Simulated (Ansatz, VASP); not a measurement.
**Al2Pt in VASP and in Ansatz**

```
Al Pt
1.0
     2.88821    0.00000    0.00000
     0.00000    2.88821    0.00000
     0.00000    0.00000    6.02421
Al Pt
2 1
Direct
  0.00000 0.00000 0.73958
  0.50000 0.50000 0.07006
  0.50000 0.50000 0.48176
```

Alike in both runs: functional PBE; k mesh 16 × 16 × 8; occupations gaussian, width 0.1 eV; no spin polarisation.

Ansatz relaxed the structure, and its values are those at the end. VASP's run is a single point on that final structure, the one shown.

|  | VASP | Ansatz |
| --- | --- | --- |
| version | VASP 6.6.1 | Ansatz 0.2.0 |
| potentials or method | VASP PAW PBE potentials, release 64 (Al, Pt), cutoff 520 eV | scalar-relativistic, plane waves, PAW |
| valence electrons in the cell | 16 | 24 |

```csv
,VASP,Ansatz,Ansatz less VASP
gap on the k mesh at the Fermi level (eV),none,none,-
pressure (GPa),-0.1,0.0,+0.07
```

A gap of «none» marks a metal or a gap that the smearing closes. VASP's potentials hold 16 valence electrons a cell and Ansatz's 24, so a difference there can come from the potentials and not from the codes.

Spin-orbit coupling is off throughout.
